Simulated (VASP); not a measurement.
A run of VASP 6.6.1 is set up as follows.

The input POSCAR:

```
GaN
1.0
    0.0000000000      2.3164048720      2.2826708204
    2.3164048720      0.0000000000      2.2826708204
    2.3164048720      2.3164048720      0.0000000000
Ga N
1 1
Direct
    0.0000000000      0.0000000000      0.0000000000
    0.7500000000      0.7500000000      0.7500000000
```

The input INCAR.step1:

```
SYSTEM = GaN
ALGO = Normal ; EDIFF = 1E-4
ENCUT = 520 ; GGA = PE
ISMEAR = 0 ; LASPH = .True.
LCHARG = .False. ; LREAL = .False.
LWAVE = .True. ; NBANDS = 16
NELM = 100 ; PREC = Accurate
SIGMA = 0.05
```

File INCAR.step2:

```
SYSTEM = GaN
ALGO = Normal ; EDIFF = 1E-6
ENCUT = 520 ; ISIF = 2
ISMEAR = 0 ; ISTART = 1
LASPH = .True. ; LCHARG = .False.
LMIXTAU = .True. ; LREAL = .False.
LWAVE = .False. ; METAGGA = R2SCAN
NBANDS = 16 ; NELM = 100
PREC = Accurate ; SIGMA = 0.05
```

The input KPOINTS:

```
k-points
0
Gamma
  10 10 10
  0 0 0
```

Potentials or basis: VASP PAW PBE potentials, release 64 (Ga_d, N).

Command:

```console
$ cat potpaw_PBE.64/Ga_d/POTCAR potpaw_PBE.64/N/POTCAR > POTCAR
$ cp INCAR.step1 INCAR
$ mpirun -np 1 vasp_std > vasp.out
$ cp INCAR.step2 INCAR
$ mpirun -np 1 vasp_std > vasp.out
```

**Question.** Estimate the pressure.

**Answer.** -11.5 GPa.

**Question.** Predict the band gap on the k mesh.

**Answer.** 1.62 eV, direct.

Stress tensor (GPa, compression positive):
```
-12.07   0.00   0.00
  0.00 -12.07   0.00
  0.00   0.00 -10.24
```

Caveat: the cell differs from its parent crystal (strain +0.030 along x and y, +0.015 along z); the PAW data sets were made with another functional, which shifts forces and pressure a little.
